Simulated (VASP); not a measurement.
# Cu in VASP: a series of runs

Cu is run at these levels: PBE0, RPBE+D3(BJ), PBEsol+D3(BJ), PBEsol+D4; tasks: single point.

Program: VASP 6.6.1. These are calculated values, not measurements. Logs are shortened: lines on timing, memory, paths and dates and some standing lists are left out, and cuts for length are marked.

### 1 The cell of the first run

It takes space group I4/mmm (No. 139, tetragonal). The conventional cell has a = 2.942 Å, b = 2.942 Å, c = 2.806 Å, α = 90.00°, β = 90.00°, γ = 90.00°. Within 3.3 Å of Cu (site symmetry 4/mmm) lie 14 Cu at 2.51 to 2.94 Å.

### 2 Single point, PBE0

Input file POSCAR:

```
Cu
1.0
   -1.4710905692      1.4710905692      1.4030702911
    1.4710905692     -1.4710905692      1.4030702911
    1.4710905692      1.4710905692     -1.4030702911
Cu
1
Direct
    0.0000000000      0.0000000000      0.0000000000
```

Input file INCAR.step1:

```
  PREC = Accurate
  ENCUT = 520
  EDIFF = 1E-5
  ISMEAR = -1
  SIGMA = 0.05
  LREAL = False
  LASPH = True
  NELM = 100
  ALGO = Normal
  ISIF = 2
  LWAVE = True
  NBANDS = 12
  GGA = PE
```

Input file INCAR.step2:

```
  PREC = Accurate
  ENCUT = 520
  EDIFF = 1E-7
  ISMEAR = -1
  SIGMA = 0.05
  LREAL = False
  LASPH = True
  NELM = 100
  ALGO = Normal
  ISIF = 2
  LWAVE = False
  LCHARG = True
  GGA = PE
  LHFCALC = True
  AEXX = 0.25
  PRECFOCK = Normal
  LELF = True
  LVHAR = True
  NBANDS = 12
  ISTART = 1
```

Input file KPOINTS:

```
regular mesh
0
Gamma
  6 6 6
```

Potentials or basis: VASP PAW PBE potentials, release 64 (Cu).

Run with:

```console
$ cat potpaw_PBE.64/Cu/POTCAR > POTCAR
$ cp INCAR.step1 INCAR
$ mpirun -np 1 vasp_std > vasp.out
$ cp INCAR.step2 INCAR
$ mpirun -np 1 vasp_std > vasp.out
```

OUTCAR:

```text
PREC = Accurate
   ENCUT = 520
   EDIFF = 1E-7
   ISMEAR = -1
   LREAL = False
   LASPH = True
   NELM = 100
   ISIF = 2
   GGA = PE
   LHFCALC = True
   AEXX = 0.25
   PRECFOCK = Normal
   ISTART = 1

 ion  position               nearest neighbor table
   1  0.000  0.000  0.000-

  LATTYP: Found a body centered tetragonal cell.
 ALAT       =     2.9421811384
 C/A-ratio  =     0.9537620052

  Lattice vectors:

 A1 = (  -1.4710905692,   1.4710905692,   1.4030702911)
 A2 = (   1.4710905692,  -1.4710905692,   1.4030702911)
 A3 = (   1.4710905692,   1.4710905692,  -1.4030702911)

Analysis of symmetry for initial positions (statically):
=====================================================================
 Subroutine PRICEL returns:
 Original cell was already a primitive cell.

 Routine SETGRP: Setting up the symmetry group for a
 body centered tetragonal supercell.

 Subroutine GETGRP returns: Found 16 space group operations
 (whereof 16 operations were pure point group operations)
 out of a pool of 16 trial point group operations.

The static configuration has the point symmetry D_4h.

Analysis of symmetry for dynamics (positions and initial velocities):
=====================================================================
 Subroutine PRICEL returns:
 Original cell was already a primitive cell.

 Routine SETGRP: Setting up the symmetry group for a
 body centered tetragonal supercell.

 Subroutine GETGRP returns: Found 16 space group operations
 (whereof 16 operations were pure point group operations)
 out of a pool of 16 trial point group operations.

The dynamic configuration has the point symmetry D_4h.

 Subroutine INISYM returns: Found 16 space group operations
 (whereof 16 operations are pure point group operations),
 and found     1 'primitive' translations

----------------------------------------------------------------------------------------

                                     Primitive cell

  volume of cell :      12.1456

  direct lattice vectors                    reciprocal lattice vectors
    -1.471090569  1.471090569  1.403070291     0.000000000  0.339883900  0.356361334
     1.471090569 -1.471090569  1.403070291     0.339883900  0.000000000  0.356361334
     1.471090569  1.471090569 -1.403070291     0.339883900  0.339883900  0.000000000

  length of vectors
     2.509346761  2.509346761  2.509346761     0.492457577  0.492457577  0.480668421

  position of ions in fractional coordinates (direct lattice)
     0.000000000  0.000000000  0.000000000

  ion indices of the primitive-cell ions
   primitive index   ion index
                 1           1

----------------------------------------------------------------------------------------

 KPOINTS: regular mesh

Automatic generation of k-mesh.
 Grid dimensions read from file:
 generate k-points for:    6    6    6

 Generating k-lattice:

  Cartesian coordinates                     Fractional coordinates (reciprocal lattice)
     0.000000000  0.056647317  0.059393556     0.166666667  0.000000000  0.000000000
     0.056647317  0.000000000  0.059393556     0.000000000  0.166666667  0.000000000
     0.056647317  0.056647317  0.000000000     0.000000000  0.000000000  0.166666667

  Length of vectors
     0.082076263  0.082076263  0.080111404

  Shift w.r.t. Gamma in fractional coordinates (k-lattice)
     0.000000000  0.000000000  0.000000000

 Subroutine IBZKPT returns following result:
 ===========================================

 Found     30 irreducible k-points:

 Following reciprocal coordinates:
            Coordinates               Weight
  0.000000  0.000000  0.000000      1.000000
  0.166667 -0.000000  0.000000      8.000000
  0.333333 -0.000000  0.000000      8.000000
  0.500000  0.000000 -0.000000      4.000000
  0.166667  0.166667  0.000000      8.000000
  0.333333  0.166667  0.000000     16.000000
[... 16 lines left out ...]
 -0.333333 -0.333333  0.166667      8.000000
 -0.166667 -0.333333  0.166667      8.000000
 [... further k-points ...]
   k-points           NKPTS =     30   k-points in BZ     NKDIM =    216   number of bands    NBANDS=     12
   number of dos      NEDOS =    301   number of ions     NIONS =      1
   total plane-waves  NPLWV =   8000
   dimension x,y,z NGX =    20 NGY =   20 NGZ =   20
   dimension x,y,z NGXF=    40 NGYF=   40 NGZF=   40
   ions per type =               1
   NGX,Y,Z   is equivalent  to a cutoff of  13.25, 13.25, 13.25 a.u.
   NGXF,Y,Z  is equivalent  to a cutoff of  26.50, 26.50, 26.50 a.u.
 SYSTEM =  unknown system
   PREC   = accura    normal or accurate (medium, high low for compatibility)
   ISTART =      1    job   : 0-new  1-cont  2-samecut
   ICHARG =      0    charge: 1-file 2-atom 10-const
   ISPIN  =      1    spin polarized calculation?
   LNONCOLLINEAR =      F non collinear calculations
   LSORBIT =      F    spin-orbit coupling
   LASPH  =      T    aspherical Exc in radial PAW
   ENCUT  =  520.0 eV  38.22 Ry    6.18 a.u.   4.67  4.67  4.67*2*pi/ulx,y,z
   NELM   =    100;   NELMIN=  2; NELMDL=  0     # of ELM steps
   EDIFF  = 0.1E-06   stopping-criterion for ELM
   LREAL  =      F    real-space projection
   EDIFFG = 0.1E-05   stopping-criterion for IOM
   NSW    =      0    number of steps for IOM
   IBRION =     -1    ionic relax: 0-MD 1-quasi-New 2-CG
   NFREE  =      0    steps in history (QN), initial steepest desc. (CG)
   ISIF   =      2    stress and relaxation
   ISYM   =      3    0-nonsym 1-usesym 2-fastsym
   POTIM  = 0.5000    time-step for ionic-motion
   TEBEG  =    0.0;   TEEND  =   0.0 temperature during run
   PSTRESS=    0.0 pullay stress
   NELECT =      11.0000    total number of electrons
   NUPDOWN=      -1.0000    fix difference up-down
   EMIN   =  10.00;   EMAX   =-10.00  energy-range for DOS
   EFERMI =   0.00;   METHOD = LEGACY
   ISMEAR =    -1;   SIGMA  =   0.05  broadening in eV -4-tet -1-fermi 0-gaus
   EFERMI_NEDOS =   21; number of points for ismear=-14 and -15
   IALGO  =     38    algorithm
   IMIX   =      1    mixing-type and parameters
     AMIX     =   0.40;   BMIX     =  1.00
     AMIX_MAG =   1.60;   BMIX_MAG =  1.00
  volume/ion in A,a.u.               =      12.15        81.96
  Fermi-wavevector in a.u.,A,eV,Ry     =   1.583919  2.993173 34.134290  2.508800
  Thomas-Fermi vector in A             =   2.683616
   LORBIT       =      0    0 simple, 1 ext, 2 COOP (PROOUT), +10 PAW based schemes
   GGA     = PE    functional components
   LHFCALC =     T    Hartree Fock is set to
   PRECFOCK=normal    Normal, Fast or Accurate (Low or Medium for compatibility)
   ENCUT4O =  -1.0   cutoff for four orbital integrals eV
   NKREDX  =     1    reduce k-point grid by
   NKREDY  =     1    reduce k-point grid by
   NKREDZ  =     1    reduce k-point grid by
   AEXX    =    0.2500 exact exchange contribution
   HFSCREEN=    0.0000 screening length (either q_TF or 0.3 A-1)
   HFSCREENC=   0.0000 screening length for correlation (either q_TF or 0.3 A-1)
   ENCUTFOCK=  -1.0 apply spherical cutoff to Coloumb kernel
   IVDW    =     0    specifies the selected vdW correction
   LEPSILON=     F    determine dielectric tensor
   LRPA    =     F    only Hartree local field effects (RPA)
 non-spin polarized calculation
  energy-cutoff  :      520.00
  volume of cell :       12.15
 maximum number of plane-waves:       346
 NGX is ok and might be reduce to    20
  NGX = 14; NGY = 14; NGZ = 14

 number of electron      10.9999998 magnetization

 Free energy of the ion-electron system (eV)
  ---------------------------------------------------
  ext. energy  EPLUGINS =         0.00000000
  ---------------------------------------------------
  free energy    TOTEN  =        -3.75834780 eV

  energy without entropy =       -3.75656403  energy(sigma->0) =       -3.75745591

 E-fermi :   6.6828     XC(G=0):  -9.7920

 val. band max:        6.5457182196   @ k =   0.5000   0.3333   0.0000
 cond. band min:       7.3570792005   @ k =   0.5000   0.1667   0.0000
 fundamental gap:      0.8113609809
 Fermi energy:         6.6828277245

 k-point     1 :       0.0000    0.0000    0.0000
  band No.  band energies     occupation
      1      -3.5439      2.00000
      2       2.0092      2.00000
      3       2.1805      2.00000
      4       2.1805      2.00000
      5       2.9882      2.00000
      6       3.1782      2.00000
      7      32.9159      0.00000
      8      32.9159      0.00000
      9      34.1377      0.00000
     10      36.8950      0.00000
     11      36.9592      0.00000
     12      36.9592      0.00000

 k-point     2 :       0.1667   -0.0000    0.0000
  band No.  band energies     occupation
      1      -2.3681      2.00000
      2       1.8896      2.00000
      3       2.1549      2.00000
      4       2.5320      2.00000
      5       2.9921      2.00000
      6       3.1091      2.00000
      7      26.8014      0.00000
      8      30.2770      0.00000
      9      31.0105      0.00000
     10      32.1080      0.00000
     11      33.9462      0.00000
     12      36.6829      0.00000

 k-point     3 :       0.3333   -0.0000    0.0000
  band No.  band energies     occupation
      1      -0.0100      2.00000
      2       1.5071      2.00000
      3       2.9599      2.00000
      4       3.1308      2.00000
      5       3.2502      2.00000
      6       3.5169      2.00000
      7      18.1025      0.00000
      8      26.7675      0.00000
      9      27.3159      0.00000
     10      30.0458      0.00000
     11      32.6907      0.00000
     12      40.0916      0.00000

 k-point     4 :       0.5000    0.0000   -0.0000
  band No.  band energies     occupation
      1       0.3070      2.00000
      2       1.3189      2.00000
      3       3.1068      2.00000
      4       3.3708      2.00000
      5       4.0909      2.00000
      6       6.4350      1.98601
      7      12.5567      0.00000
      8      25.4711      0.00000
      9      25.6832      0.00000
     10      29.5414      0.00000
     11      32.4645      0.00000
     12      42.2204      0.00000

 k-point     5 :       0.1667    0.1667    0.0000
  band No.  band energies     occupation
      1      -0.3526      2.00000
      2       1.7914      2.00000
      3       1.8099      2.00000
      4       2.9209      2.00000
      5       3.2945      2.00000
      6       3.6378      2.00000
      7      22.4518      0.00000
      8      23.0074      0.00000
      9      27.4996      0.00000
     10      32.8786      0.00000
     11      35.2759      0.00000
     12      37.9486      0.00000
[... 228 lines left out ...]
      1       1.2340      2.00000
      2       1.3223      2.00000
      3       2.0698      2.00000
      4       3.1403      2.00000
      5       3.6156      2.00000
      6       9.4262      0.00000
      7      15.8554      0.00000
      8      17.2771      0.00000
      9      27.6211      0.00000
     10      29.7515      0.00000
     11      33.2383      0.00000
     12      36.7143      0.00000

 k-point    22 :      -0.1667    0.5000    0.1667
  band No.  band energies     occupation
      1       0.7708      2.00000
      2       1.8269      2.00000
      3       2.0675      2.00000
      4       2.8855      2.00000
      5       4.0210      2.00000
      6       9.3922      0.00000
      7      12.9813      0.00000
      8      21.6979      0.00000
      9      23.9390      0.00000
     10      33.8755      0.00000
     11      34.7188      0.00000
     12      35.7766      0.00000

 k-point    23 :      -0.3333   -0.3333    0.1667
  band No.  band energies     occupation
      1       1.2996      2.00000
      2       1.3164      2.00000
      3       2.0682      2.00000
      4       3.0311      2.00000
      5       3.7141      2.00000
      6      10.2334      0.00000
      7      15.8355      0.00000
      8      16.4479      0.00000
      9      27.4090      0.00000
     10      28.2076      0.00000
     11      34.2947      0.00000
     12      37.8731      0.00000

 k-point    24 :      -0.1667   -0.3333    0.1667
  band No.  band energies     occupation
      1       0.6905      2.00000
      2       1.9505      2.00000
      3       1.9586      2.00000
      4       2.7694      2.00000
      5       3.4206      2.00000
      6       5.1153      2.00000
      7      18.5871      0.00000
      8      23.3261      0.00000
      9      24.9564      0.00000
     10      29.8616      0.00000
     11      35.2429      0.00000
     12      37.2403      0.00000

 [... further k-points ...]

------------------------ aborting loop because EDIFF is reached ----------------------------------------

  FORCE on cell =-STRESS in cart. coord.  units (eV):
  Direction    XX          YY          ZZ          XY          YZ          ZX
  --------------------------------------------------------------------------------------
  -------------------------------------------------------------------------------------
  Total        0.0136800      0.0136800     -0.2604197      0.0000000      0.0000000      0.0000000
  in kB        1.8045935      1.8045935    -34.3531150      0.0000000      0.0000000      0.0000000
  external PRESSURE =     -10.2479760 kB  Pullay stress =       0.0000000 kB

 VOLUME and BASIS-vectors are now :
 -----------------------------------------------------------------------------
  energy-cutoff  :      520.00
  volume of cell :       12.15
      direct lattice vectors                 reciprocal lattice vectors
    -1.471090569  1.471090569  1.403070291     0.000000000  0.339883900  0.356361334
     1.471090569 -1.471090569  1.403070291     0.339883900  0.000000000  0.356361334
     1.471090569  1.471090569 -1.403070291     0.339883900  0.339883900  0.000000000

 POSITION                                       TOTAL-FORCE (eV/Angst)
 -----------------------------------------------------------------------------------
      0.00000      0.00000      0.00000         0.000000      0.000000     -0.000000
 -----------------------------------------------------------------------------------
    total drift:                               -0.000000     -0.000000     -0.000000

  FREE ENERGIE OF THE ION-ELECTRON SYSTEM (eV)
  ---------------------------------------------------
  free  energy   TOTEN  =        -3.7583478021 eV

  energy  without entropy=       -3.7565640254  energy(sigma->0) =       -3.75745591
```

Run time: 4.6 min. Hardware: 1 thread of Intel Xeon 6975P-C (Granite Rapids), shared host; peak memory 0.13 GiB.

Results:

| Property | Result |
| --- | --- |
| Free energy | -3.7583 eV |
| Pressure | -1.0 GPa |
| Band gap on the k mesh | zero (an odd number of electrons rules out a gap without spin polarisation) |

Stress tensor (GPa, compression positive):
```
 0.18  0.00  0.00
 0.00  0.18  0.00
 0.00  0.00 -3.44
```

Levels at points of the mesh, in eV from the Fermi level:
| k point | band 2 | band 3 | band 4 | band 5 | band 6 | band 7 | band 8 | band 9 | band 10 | band 11 |
| --- | --- | --- | --- | --- | --- | --- | --- | --- | --- | --- |
| (0.00, 0.00, 0.00) | -4.67 | -4.50 | -4.50 | -3.69 | -3.50 | 26.23 | 26.23 | 27.45 | 30.21 | 30.28 |
| (0.50, 0.00, 0.00) | -5.36 | -3.58 | -3.31 | -2.59 | -0.25 | 5.87 | 18.79 | 19.00 | 22.86 | 25.78 |
| (0.50, 0.50, 0.00) | -5.14 | -3.72 | -3.48 | -2.71 | -0.84 | 5.25 | 20.03 | 20.41 | 24.01 | 26.90 |
| (0.50, 0.50, 0.50) | -6.13 | -2.88 | -2.88 | -2.80 | 9.22 | 9.22 | 11.09 | 14.72 | 15.42 | 18.24 |

Caveat: the k points lie up to 0.52 Å⁻¹ apart, too coarse for converged energies and pressures of a metal; the PAW data sets were made with another functional, which shifts forces and pressure a little.

### 3 Single point, RPBE+D3(BJ)

This run uses another cell than the first one, of 9.75 Å³/atom.

Input file INCAR:

```
SYSTEM = Cu
  ALGO = Fast
  EDIFF = 1E-6
  ENCUT = 520
  GGA = RP
  ISIF = 2
  ISMEAR = -1
  IVDW = 12
  LASPH = .True.
  LCHARG = .False.
  LREAL = .False.
  LWAVE = .False.
  NBANDS = 12
  NELM = 60
  PREC = Accurate
  SIGMA = 0.05
```

Input file KPOINTS:

```
k-points
0
Gamma
  13 13 13
  0 0 0
```

Input file POSCAR:

```
Cu
1.0
   -1.3460882336      1.3460882336      1.3457634018
    1.3460882336     -1.3460882336      1.3457634018
    1.3460882336      1.3460882336     -1.3457634018
Cu
1
Direct
    0.0000000000      0.0000000000      0.0000000000
```

Potentials or basis: VASP PAW PBE potentials, release 64 (Cu).

Run with:

```console
$ cat potpaw_PBE.64/Cu/POTCAR > POTCAR
$ mpirun -np 1 vasp_std > vasp.out
```

Run time: 14 s. Hardware: 1 thread of AMD EPYC 9R45 (Zen 5), shared host; peak memory 0.11 GiB.

Results (log left out):

- Free energy: -6.3396 eV
- Pressure: 0.6 GPa
- Band gap on the k mesh: zero (an odd number of electrons rules out a gap without spin polarisation)
- Dispersion energy per atom: -3.486 eV

Levels at points of the mesh, in eV from the Fermi level:
```
           k point  band 3  band 4  band 5  band 6  band 7  band 8  band 9  band 10
(0.00, 0.00, 0.00)   -3.73   -3.73   -2.40   -2.40   26.91   26.91   26.92    32.06
```

Caveat: the PAW data sets were made with another functional, which shifts forces and pressure a little.

[end of part 1 of 2]
